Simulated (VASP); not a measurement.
# MnO: electric field gradients with PBE

MnO:

```
CELL_PARAMETERS angstrom
-0.02222 2.21089 2.21089
2.21089 -0.02222 2.21089
2.21089 2.21089 -0.02222
ATOMIC_POSITIONS crystal
Mn 0.00000 0.00000 0.00000
O 0.50000 0.50000 0.50000
```

This cell differs from its parent crystal: equal xy, yz and zx shear strains of -1 %.

```json
{"Program": "VASP 6.6.1", "Task": "electric field gradients", "Functional": "PBE", "Potentials or basis": "VASP PAW PBE potentials, release 64 (Mn_pv, O)", "Cutoff": "520 eV", "k mesh": "16 × 16 × 16", "Occupations": "fermi-dirac, width 0.05 eV", "Spin": "collinear spin, ferromagnetic start", "Starting moments": "[4.0, 0.0] μB", "Dipole correction": "no", "Further INCAR settings": "ALGO = Normal; EDIFF = 1e-08; NBANDS = 20"}
```

- Pressure: 0.1 GPa
- Net moment: 4.76 μB per cell
- Site moments: Mn +4.33; O +0.20 μB
- Largest electric field gradient by atom: Mn +1.6; O -3.9 V/Å²
- Valence electrons inside the program's atomic spheres: Mn 11.36; O 4.98

Stress tensor (GPa, compression positive):
```
0.06 0.64 0.64
0.64 0.06 0.64
0.64 0.64 0.06
```

Levels at points of the mesh, in eV from the Fermi level:
Spin up:
```tsv
k point	band 10	band 11	band 12	band 13	band 14	band 15
(0.00, 0.00, 0.00)	-3.19	-2.70	-2.70	-0.52	13.97	16.22
(0.50, 0.00, 0.00)	-1.89	0.18	0.20	3.50	7.68	11.86
(0.50, 0.50, 0.00)	-2.06	-2.05	-1.93	5.02	7.81	10.41
(0.50, 0.50, 0.50)	-1.86	0.22	0.22	3.40	7.90	11.68
```
Spin down:
```
           k point  band 4  band 5  band 6  band 7  band 8  band 9  band 10  band 11
(0.00, 0.00, 0.00)  -19.85   -3.41   -3.41   -3.32    0.70    0.70     0.71     0.87
(0.50, 0.00, 0.00)  -18.90   -7.40   -4.89   -4.80    1.87    1.91     2.01     3.61
(0.50, 0.50, 0.00)  -18.92   -6.44   -4.40   -4.30   -0.85    1.94     2.14     2.39
(0.50, 0.50, 0.50)  -18.87   -7.35   -4.93   -4.93    1.94    1.98     1.98     3.65
```

Electric field gradients, principal values (V/Å²):
```csv
atom,least,middle,greatest (by size)
1 Mn,-0.787,-0.787,1.575
2 O,1.966,1.966,-3.932
```

Wall time 6.9 min on 1 thread of Intel Xeon 8259CL, on a shared host, peak memory 0.36 GiB.

Caveat: the cell differs from its parent crystal (equal xy, yz and zx shear strains of -1 %); without QUAD_EFG the Cq values of the log hold for a quadrupole moment of 1 mb, not for the nuclei; a cell with one magnetic atom can't hold antiferromagnetic order, which such compounds often take; semilocal functionals often make such compounds metallic where correlation or magnetic order opens a gap, which also shifts bond lengths.
